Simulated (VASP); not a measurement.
# C8O in VASP: single point with PBE+D3(BJ)

Aim: the single point of C8O with PBE+D3(BJ).

All numbers are computed with VASP 6.6.1; they aren't measurements. Logs are shortened: lines on timing, memory, paths and dates and some standing lists are left out, and cuts for length are marked.

## 1. The cell of the first run

The cell holds a slab with vacuum, 9 atoms: a = 2.466 Å, b = 2.465 Å, c = 29.199 Å, α = 90.00°, β = 90.00°, γ = 120.01°.

## 2. Single point, PBE+D3(BJ)

The input, INCAR:

```
SYSTEM = C8O
  PREC = Accurate
  ENCUT = 520
  EDIFF = 1E-6
  ISMEAR = 0
  SIGMA = 0.1
  LREAL = .FALSE.
  LASPH = .TRUE.
  NELM = 60
  ALGO = Fast
  ISIF = 2
  LWAVE = .FALSE.
  LCHARG = .TRUE.
  LDIPOL = .TRUE.
  IDIPOL = 3
  DIPOL = 0.5 0.5 0.489
  GGA = PE
  IVDW = 12
  LELF = .TRUE.
  LVHAR = .TRUE.
  LVACPOTAV = .TRUE.
  NBANDS = 29
```

The input, KPOINTS:

```
regular mesh
0
G
  12 12 1
  0 0 0
```

The input, POSCAR:

```
C8O
1.0
    2.4655379958      0.0000000000      0.0000000000
   -1.2327689979      2.1341461202      0.0000000000
    0.0000000000      0.0000000000     29.1985170553
C O
8 1
Direct
    0.0833101793      0.1666203587      0.2911106747
    0.4166898206      0.8333796413      0.2911106747
    0.5833101794      0.1666203587      0.4075389574
    0.9166898206      0.8333796413      0.4075389574
    0.0833950678      0.1667372843      0.5241317223
    0.4166049322      0.8332627157      0.5241317223
    0.5852959651      0.1646195152      0.6389732352
    0.9147040349      0.8353804848      0.6389732352
    0.7500000000      1.0000000000      0.6816065203
```

Potentials or basis: VASP PAW PBE potentials, release 64 (C, O).

Command:

```console
> cat potpaw_PBE.64/C/POTCAR potpaw_PBE.64/O/POTCAR > POTCAR
> mpirun -np 1 vasp_std > vasp.out
```

OUTCAR:

```text
SYSTEM = C8O
   PREC = Accurate
   ENCUT = 520
   EDIFF = 1E-6
   ISMEAR = 0
   LREAL = .FALSE.
   LASPH = .TRUE.
   NELM = 60
   ISIF = 2
   GGA = PE
   IVDW = 12
 IVDW          = 12

 ion  position               nearest neighbor table
   1  0.083  0.167  0.291-   2 1.42   2 1.42   2 1.42
   2  0.417  0.833  0.291-   1 1.42   1 1.42   1 1.42
   3  0.583  0.167  0.408-   4 1.42   4 1.42   4 1.42
   4  0.917  0.833  0.408-   3 1.42   3 1.42   3 1.42
   5  0.083  0.167  0.524-   6 1.42   6 1.42   6 1.42
   6  0.417  0.833  0.524-   5 1.42   5 1.42   5 1.42
   7  0.585  0.165  0.639-   8 1.41   9 1.43   8 1.43   8 1.43
   8  0.915  0.835  0.639-   7 1.41   9 1.43   7 1.43   7 1.43
   9  0.750  0.000  0.682-   7 1.43   8 1.43

  Warning from LATTYP: Monoclinic adjustment (A1->A3, A2->A1, A3->A2)!
  LATTYP: Found a base centered orthorhombic cell.
 ALAT       =     2.4655379958
 B/A-ratio  =     1.7311808813
 C/A-ratio  =    11.8426554793

  Lattice vectors:

 A1 = (   1.2327689979,  -2.1341461202,   0.0000000000)
 A2 = (   1.2327689979,   2.1341461202,   0.0000000000)
 A3 = (   0.0000000000,   0.0000000000,  29.1985170553)

Analysis of symmetry for initial positions (statically):
=====================================================================
 Subroutine PRICEL returns:
 Original cell was already a primitive cell.

 Routine SETGRP: Setting up the symmetry group for a
 base centered orthorhombic supercell.

 Subroutine GETGRP returns: Found  2 space group operations
 (whereof  1 operations were pure point group operations)
 out of a pool of  8 trial point group operations.

The static configuration has the point symmetry C_1 .
 The point group associated with its full space group is C_2 .

Analysis of symmetry for dynamics (positions and initial velocities):
=====================================================================
 Subroutine PRICEL returns:
 Original cell was already a primitive cell.

 Routine SETGRP: Setting up the symmetry group for a
 base centered orthorhombic supercell.

 Subroutine GETGRP returns: Found  2 space group operations
 (whereof  1 operations were pure point group operations)
 out of a pool of  8 trial point group operations.

The dynamic configuration has the point symmetry C_1 .
 The point group associated with its full space group is C_2 .

 Subroutine INISYM returns: Found  2 space group operations
 (whereof  1 operations are pure point group operations),
 and found     1 'primitive' translations

----------------------------------------------------------------------------------------

                                     Primitive cell

  volume of cell :     153.6373

  direct lattice vectors                    reciprocal lattice vectors
     2.465537996  0.000000000  0.000000000     0.405590991  0.234285739  0.000000000
    -1.232768998  2.134146120  0.000000000     0.000000000  0.468571477  0.000000000
     0.000000000  0.000000000 29.198517055     0.000000000  0.000000000  0.034248315

  length of vectors
     2.465537996  2.464609313 29.198517055     0.468394982  0.468571477  0.034248315

  position of ions in fractional coordinates (direct lattice)
     0.083310179  0.166620359  0.291110675
     0.416689821  0.833379641  0.291110675
     0.583310179  0.166620359  0.407538957
     0.916689821  0.833379641  0.407538957
     0.083395068  0.166737284  0.524131722
     0.416604932  0.833262716  0.524131722
     0.585295965  0.164619515  0.638973235
     0.914704035  0.835380485  0.638973235
     0.750000000  0.000000000  0.681606520

  ion indices of the primitive-cell ions
   primitive index   ion index
                 1           1
                 2           2
                 3           3
                 4           4
                 5           5
                 6           6
                 7           7
                 8           8
                 9           9

----------------------------------------------------------------------------------------

 KPOINTS: regular mesh

Automatic generation of k-mesh.
 Grid dimensions read from file:
 generate k-points for:   12   12    1

 Generating k-lattice:

  Cartesian coordinates                     Fractional coordinates (reciprocal lattice)
     0.033799249  0.019523812  0.000000000     0.083333333 -0.000000000  0.000000000
     0.000000000  0.039047623  0.000000000     0.000000000  0.083333333  0.000000000
     0.000000000  0.000000000  0.034248315     0.000000000  0.000000000  1.000000000

  Length of vectors
     0.039032915  0.039047623  0.034248315

  Shift w.r.t. Gamma in fractional coordinates (k-lattice)
     0.000000000  0.000000000  0.000000000

 Subroutine IBZKPT returns following result:
 ===========================================

 Found     74 irreducible k-points:

 Following reciprocal coordinates:
            Coordinates               Weight
  0.000000  0.000000  0.000000      1.000000
  0.083333  0.000000  0.000000      2.000000
  0.083333 -0.083333  0.000000      2.000000
  0.166667  0.000000  0.000000      2.000000
  0.166667 -0.166667  0.000000      2.000000
  0.250000  0.000000  0.000000      2.000000
[... 16 lines left out ...]
  0.416667  0.083333  0.000000      2.000000
  0.416667  0.500000  0.000000      2.000000
 [... further k-points ...]
   k-points           NKPTS =     74   k-points in BZ     NKDIM =     74   number of bands    NBANDS=     29
   number of dos      NEDOS =    301   number of ions     NIONS =      9
   total plane-waves  NPLWV =  72576
   dimension x,y,z NGX =    18 NGY =   18 NGZ =  224
   dimension x,y,z NGXF=    36 NGYF=   36 NGZF=  448
   ions per type =               8   1
   NGX,Y,Z   is equivalent  to a cutoff of  12.14, 12.14, 12.75 a.u.
   NGXF,Y,Z  is equivalent  to a cutoff of  24.27, 24.28, 25.51 a.u.
 SYSTEM =  C8O
   PREC   = accura    normal or accurate (medium, high low for compatibility)
   ISTART =      0    job   : 0-new  1-cont  2-samecut
   ICHARG =      2    charge: 1-file 2-atom 10-const
   ISPIN  =      1    spin polarized calculation?
   LNONCOLLINEAR =      F non collinear calculations
   LSORBIT =      F    spin-orbit coupling
   LASPH  =      T    aspherical Exc in radial PAW
   ENCUT  =  520.0 eV  38.22 Ry    6.18 a.u.   4.58  4.58 54.29*2*pi/ulx,y,z
   NELM   =     60;   NELMIN=  2; NELMDL= -5     # of ELM steps
   EDIFF  = 0.1E-05   stopping-criterion for ELM
   LREAL  =      F    real-space projection
   EDIFFG = 0.1E-04   stopping-criterion for IOM
   NSW    =      0    number of steps for IOM
   IBRION =     -1    ionic relax: 0-MD 1-quasi-New 2-CG
   NFREE  =      0    steps in history (QN), initial steepest desc. (CG)
   ISIF   =      2    stress and relaxation
   ISYM   =      2    0-nonsym 1-usesym 2-fastsym
   POTIM  = 0.5000    time-step for ionic-motion
   TEBEG  =    0.0;   TEEND  =   0.0 temperature during run
   PSTRESS=    0.0 pullay stress
   NELECT =      38.0000    total number of electrons
   NUPDOWN=      -1.0000    fix difference up-down
   EMIN   =  10.00;   EMAX   =-10.00  energy-range for DOS
   EFERMI =   0.00;   METHOD = LEGACY
   ISMEAR =     0;   SIGMA  =   0.10  broadening in eV -4-tet -1-fermi 0-gaus
   EFERMI_NEDOS =   21; number of points for ismear=-14 and -15
   IALGO  =     68    algorithm
   IMIX   =      4    mixing-type and parameters
     AMIX     =   0.40;   BMIX     =  1.00
     AMIX_MAG =   1.60;   BMIX_MAG =  1.00
  volume/ion in A,a.u.               =      17.07       115.20
  Fermi-wavevector in a.u.,A,eV,Ry     =   1.027631  1.941941 14.368096  1.056025
  Thomas-Fermi vector in A             =   2.161586
   LORBIT       =      0    0 simple, 1 ext, 2 COOP (PROOUT), +10 PAW based schemes
   GGA     = PE    functional components
   LHFCALC =     F    Hartree Fock is set to
   AEXX    =    0.0000 exact exchange contribution
   IVDW    =    12    specifies the selected vdW correction
   LEPSILON=     F    determine dielectric tensor
   LRPA    =     F    only Hartree local field effects (RPA)
 non-spin polarized calculation
 RMM-DIIS sequential band-by-band and
 Gauss-broadening in eV      SIGMA  =   0.10
  energy-cutoff  :      520.00
  volume of cell :      153.64
 maximum number of plane-waves:      4190
   NGX =  9   NGY =  9   NGZ =109

 dipolmoment           0.000000      0.000000     -0.046311 electrons x Angstroem

 number of electron      37.9999998 magnetization

 dipolmoment           0.000000      0.000000      0.087409 electrons x Angstroem

 Free energy of the ion-electron system (eV)
  ---------------------------------------------------
  ext. energy  EPLUGINS =         0.00000000
  ---------------------------------------------------
  free energy    TOTEN  =       -77.41682546 eV

  energy without entropy =      -77.41376924  energy(sigma->0) =      -77.41529735

 E-fermi :  -0.5622     XC(G=0):  -5.4788

 val. band max:       -0.5760874074   @ k =   0.3333  -0.3333   0.0000
 cond. band min:      -0.4689353151   @ k =   0.3333   0.3333   0.0000
 fundamental gap:      0.1071520924
 Fermi energy:        -0.5622134207

 k-point     1 :       0.0000    0.0000    0.0000
  band No.  band energies     occupation
      1     -26.1740      2.00000
      2     -20.3267      2.00000
      3     -20.1484      2.00000
      4     -20.0151      2.00000
      5     -16.8127      2.00000
      6      -8.9494      2.00000
[... 21 lines left out ...]
     28       7.7365      0.00000
     29       7.7821      0.00000

 k-point     2 :       0.0833    0.0000    0.0000
  band No.  band energies     occupation
      1     -26.0447      2.00000
      2     -20.1619      2.00000
      3     -19.9839      2.00000
      4     -19.8517      2.00000
      5     -16.6996      2.00000
      6      -8.7683      2.00000
[... 21 lines left out ...]
     28       7.9702      0.00000
     29       8.4107      0.00000

 k-point     3 :       0.0833   -0.0833    0.0000
  band No.  band energies     occupation
      1     -26.0365      2.00000
      2     -20.1619      2.00000
      3     -19.9839      2.00000
      4     -19.8517      2.00000
      5     -16.6986      2.00000
      6      -8.7721      2.00000
[... 21 lines left out ...]
     28       8.1030      0.00000
     29       8.4269      0.00000

 k-point     4 :       0.1667    0.0000    0.0000
  band No.  band energies     occupation
      1     -25.6688      2.00000
      2     -19.6693      2.00000
      3     -19.4921      2.00000
      4     -19.3632      2.00000
      5     -16.3810      2.00000
      6      -9.0040      2.00000
[... 21 lines left out ...]
     28       7.7966      0.00000
     29       8.5789      0.00000

 k-point     5 :       0.1667   -0.1667    0.0000
  band No.  band energies     occupation
      1     -25.6341      2.00000
      2     -19.6693      2.00000
      3     -19.4921      2.00000
      4     -19.3632      2.00000
      5     -16.3861      2.00000
      6      -9.4731      2.00000
[... 21 lines left out ...]
     28       7.8022      0.00000
     29       8.6014      0.00000
[... 510 lines left out ...]
     28       7.8296      0.00000
     29       8.5838      0.00000

 k-point    22 :       0.3333   -0.4167    0.0000
  band No.  band energies     occupation
      1     -23.7833      2.00000
      2     -16.9450      2.00000
      3     -16.7697      2.00000
      4     -16.6591      2.00000
      5     -16.0440      2.00000
      6     -12.2894      2.00000
[... 21 lines left out ...]
     28       7.8230      0.00000
     29       8.3604      0.00000

 k-point    23 :       0.4167    0.0833    0.0000
  band No.  band energies     occupation
      1     -23.5459      2.00000
      2     -15.4821      2.00000
      3     -15.3894      2.00000
      4     -15.2828      2.00000
      5     -15.1902      2.00000
      6     -13.3544      2.00000
[... 21 lines left out ...]
     28       8.4824      0.00000
     29       9.7810      0.00000

 k-point    24 :       0.4167    0.5000    0.0000
  band No.  band energies     occupation
      1     -23.2240      2.00000
      2     -16.5410      2.00000
      3     -15.4550      2.00000
      4     -15.2835      2.00000
      5     -15.1903      2.00000
      6     -13.3514      2.00000
[... 21 lines left out ...]
     28       9.5813      0.00000
     29       9.8937      0.00000

 [... further k-points ...]

------------------------ aborting loop because EDIFF is reached ----------------------------------------

 Edisp (eV)   -1.16811

 E8    (eV) :    -0.3363

  FORCE on cell =-STRESS in cart. coord.  units (eV):
  Direction    XX          YY          ZZ          XY          YZ          ZX
  --------------------------------------------------------------------------------------
  -------------------------------------------------------------------------------------
  Total      10.49018     9.30104     0.41370    -1.07351     0.00000     0.00000
  in kB     109.39483    96.99412     4.31423   -11.19489     0.00000     0.00000
  external pressure =       70.23 kB  Pullay stress =        0.00 kB

 VOLUME and BASIS-vectors are now :
 -----------------------------------------------------------------------------
  energy-cutoff  :      520.00
  volume of cell :      153.64
      direct lattice vectors                 reciprocal lattice vectors
     2.465537996  0.000000000  0.000000000     0.405590991  0.234285739  0.000000000
    -1.232768998  2.134146120  0.000000000     0.000000000  0.468571477  0.000000000
     0.000000000  0.000000000 29.198517055     0.000000000  0.000000000  0.034248315

 POSITION                                       TOTAL-FORCE (eV/Angst)
 -----------------------------------------------------------------------------------
     -0.00000      0.35559      8.50000        -0.000100     -0.027729      0.001221
     -0.00000      1.77855      8.50000         0.000100      0.027729      0.001221
      1.23277      0.35559     11.89953        -0.000150      0.021449      0.000396
      1.23277      1.77855     11.89953         0.000150     -0.021449      0.000396
      0.00007      0.35584     15.30387        -0.000245      0.000514     -0.000335
     -0.00007      1.77830     15.30387         0.000245     -0.000514     -0.000335
      1.24013      0.35132     18.65707        -0.138171      0.079762     -0.210882
      1.22541      1.78282     18.65707         0.138171     -0.079762     -0.210882
      1.84915      0.00000     19.90190        -0.000000      0.000000      0.419201
 -----------------------------------------------------------------------------------
    total drift:                               -0.000000     -0.000001     -0.000873

  FREE ENERGIE OF THE ION-ELECTRON SYSTEM (eV)
  ---------------------------------------------------
  free  energy   TOTEN  =       -78.5849328798 eV

  energy  without entropy=      -78.5818766633  energy(sigma->0) =      -78.58340477

 vacuum level on the upper side and lower side of the slab         6.732         3.726
```

It took 13 min on 1 thread of Oxide Virtual Turin-like, shared host; peak memory 0.38 GiB.

What came out:

```yaml
Free_energy: -78.5849 eV
Largest_force: 0.419 eV/Å
Band_gap_on_the_k_mesh: zero (bands 19 and 20 overlap by 0.08 eV)
Dispersion_energy_per_atom: -0.130 eV
```

Forces in eV/Å, atoms in the order of the input:
```
C    0.000 -0.028  0.001
C    0.000  0.028  0.001
C    0.000  0.021  0.000
C    0.000 -0.021  0.000
C    0.000  0.001  0.000
C    0.000 -0.001  0.000
C   -0.138  0.080 -0.211
C    0.138 -0.080 -0.211
O    0.000  0.000  0.419
```

Levels at points of the mesh, in eV from the Fermi level:
```tsv
k point	band 15	band 16	band 17	band 18	band 19	band 20	band 21	band 22	band 23	band 24
(0.00, 0.00, 0.00)	-3.07	-3.06	-3.01	-3.01	-1.35	3.51	3.71	4.96	7.25	7.68
(0.50, 0.00, 0.00)	-4.26	-3.42	-2.63	-2.46	-2.37	1.46	1.70	1.74	4.81	7.14
(0.50, 0.50, 0.00)	-3.67	-2.59	-2.46	-2.37	-0.08	1.36	1.70	1.74	3.00	5.60
(0.00, 0.50, 0.00)	-4.28	-3.43	-2.89	-2.45	-1.93	1.07	1.54	2.12	4.82	7.11
```

The gap in the log of VASP goes by the Fermi energy; the results here count the filled bands.